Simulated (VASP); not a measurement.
CdH2O2:

```xyz
5
Lattice="3.7346 0.0000 0.0000 -1.8673 3.2342 0.0000 0.0000 0.0000 4.3196" Properties=species:S:1:pos:R:3 pbc="T T T"
Cd    0.0000    2.1562    4.2648
H     0.0000    0.0000    0.0349
H     1.8673    1.0781    1.8656
O     0.0000    0.0000    3.3961
O     1.8673    1.0781    0.9153
```

Base run:

| Item | Value |
| --- | --- |
| Program | VASP 6.6.1 |
| Functional | PBEsol |
| Dispersion | D3(BJ) |
| Potentials or basis | VASP PAW PBE potentials, release 64 (Cd_sv_GW, H, O) |
| Cutoff | 600 eV |
| k mesh | 6 × 6 × 4 |
| Occupations | gaussian, width 0.01 eV |
| Spin | no spin polarisation |

Its results: band gap on the k mesh 1.33 eV, indirect (least direct gap 1.85 eV); pressure 1.7 GPa; largest force 1.572 eV/Å.

**Question.** The run is repeated on the same cell with these changes: potentials or basis from VASP PAW PBE potentials, release 64 (Cd_sv_GW, H, O) to VASP PAW PBE potentials, release 64 (Cd, H, O); cutoff from 600 eV to 520 eV; further incar settings from ALGO = Normal; EDIFF = 1e-06; NBANDS = 25 to ALGO = Normal; EDIFF = 1e-07; NBANDS = 21; valence electrons from 34 to 26. What comes out?

**Answer.** Band gap on the k mesh 1.32 eV, indirect (least direct gap 1.84 eV); pressure 2.7 GPa; largest force 1.575 eV/Å.

Caveats: the PAW data sets were made with another functional, which shifts forces and pressure a little.

A k mesh can miss the band edges.
